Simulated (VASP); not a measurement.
HgSe2:

```
CELL_PARAMETERS angstrom
6.35318 0.00000 0.00000
0.00000 6.35318 0.00000
0.00000 0.00000 6.35318
ATOMIC_POSITIONS crystal
Hg 0.50000 0.50000 0.00000
Hg 0.50000 0.00000 0.50000
Hg 0.00000 0.50000 0.50000
Hg 0.00000 0.00000 0.00000
Se 0.10996 0.89004 0.39004
Se 0.89004 0.39004 0.10996
Se 0.39004 0.10996 0.89004
Se 0.60996 0.60996 0.60996
Se 0.89004 0.10996 0.60996
Se 0.10996 0.60996 0.89004
Se 0.60996 0.89004 0.10996
Se 0.39004 0.39004 0.39004
```

- Program: VASP 6.6.1
- Task: relaxation of cell and atoms
- Functional: PBEsol
- Potentials or basis: VASP PAW PBE potentials, release 64 (Hg, Se)
- Cutoff: 500 eV
- k mesh: 4 × 4 × 4
- Occupations: gaussian, width 0.1 eV
- Spin: no spin polarisation

At the start: pressure 12.4 GPa; volume 21.37 Å³/atom.

Question: Where does the relaxation end?

Answer: Over 7 steps the energy falls by 146.0 meV/atom and the volume is 25.21 Å³/atom (+18.0 %); space group Pa-3 (No. 205, to 0.1 Å) before and after.

The path:
| step | energy change (eV) | largest force (eV/Å) | pressure (GPa) | volume (Å³) |
| --- | --- | --- | --- | --- |
| 1 | 0.0000 | 0.7574 | 12.43 | 256.43 |
| 2 | -1.1614 | 1.0428 | -4.51 | 322.99 |
| 3 | -1.4813 | 0.9254 | -0.63 | 298.38 |
| 4 | -1.7142 | 0.3711 | -0.02 | 299.23 |
| 5 | -1.7485 | 0.0118 | 0.45 | 299.66 |
| 6 | -1.7484 | 0.0129 | 0.42 | 299.64 |
| 7 | -1.7515 | 0.0263 | -0.12 | 302.57 |

Final structure:
```
CELL_PARAMETERS angstrom
6.71340 0.00000 0.00000
0.00000 6.71340 0.00000
0.00000 0.00000 6.71340
ATOMIC_POSITIONS crystal
Hg 0.50000 0.50000 0.00000
Hg 0.50000 0.00000 0.50000
Hg 0.00000 0.50000 0.50000
Hg 0.00000 0.00000 0.00000
Se 0.10187 0.89813 0.39813
Se 0.89813 0.39813 0.10187
Se 0.39813 0.10187 0.89813
Se 0.60187 0.60187 0.60187
Se 0.89813 0.10187 0.60187
Se 0.10187 0.60187 0.89813
Se 0.60187 0.89813 0.10187
Se 0.39813 0.39813 0.39813
```

Caveat: the volume moved by over 15 % at a fixed basis, so the end points are rough; the PAW data sets were made with another functional, which shifts forces and pressure a little; the relaxation stopped at a loose force limit of 0.05 eV/Å, so its end isn't a converged minimum.
